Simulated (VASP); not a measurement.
Set up this calculation in VASP 6.6.1, as the native input.

| Property | Result |
| --- | --- |
| Task | single point |
| Functional | PBE |
| Potentials or basis | VASP PAW PBE potentials, release 64 (Pb_d, Te) |
| Cutoff | 520 eV |
| k mesh | 8 × 8 × 8 |
| Occupations | gaussian, width 0.05 eV |
| Spin | no spin polarisation |
| Dipole correction | no |
| Further INCAR settings | ALGO = Normal; EDIFF = 1e-07; NBANDS = 17 |

The structure of TePb lies in POSCAR:

```
TePb
1.0
    4.1346883173      0.0000000000      0.0000000000
    0.0000000000      4.1346883173      0.0000000000
    0.0000000000      0.0000000000      4.1346883173
Pb Te
1 1
Direct
    0.0000000000      0.0000000000      0.0000000000
    0.5000000000      0.5000000000      0.5000000000
```

This cell differs from its parent crystal: volume scaled by 1.100.

One way to write it, as run:

INCAR

```
PREC = Accurate ; ENCUT = 520
EDIFF = 1E-7 ; ISMEAR = 0
SIGMA = 0.05 ; LREAL = False
LASPH = True ; NELM = 100
ALGO = Normal ; ISIF = 2
LWAVE = False ; LCHARG = False
GGA = PE ; NBANDS = 17
```

KPOINTS

```
regular mesh
0
Gamma
  8 8 8
```

Potentials or basis: VASP PAW PBE potentials, release 64 (Pb_d, Te).

Run with:

```console
$ cat potpaw_PBE.64/Pb_d/POTCAR potpaw_PBE.64/Te/POTCAR > POTCAR
$ mpirun -np 1 vasp_std > vasp.out
```

Results of the run:

* Pressure: -3.3 GPa
* Band gap on the k mesh: zero (band 10 reaches 5.53 eV, above the bottom of band 11 at 4.55 eV)

Caveat: spin-orbit coupling is left out, which moves the levels of the heavy elements.

Wall time 43 s on 1 thread of AMD EPYC 7R13 (shared host), peak memory 0.17 GiB.
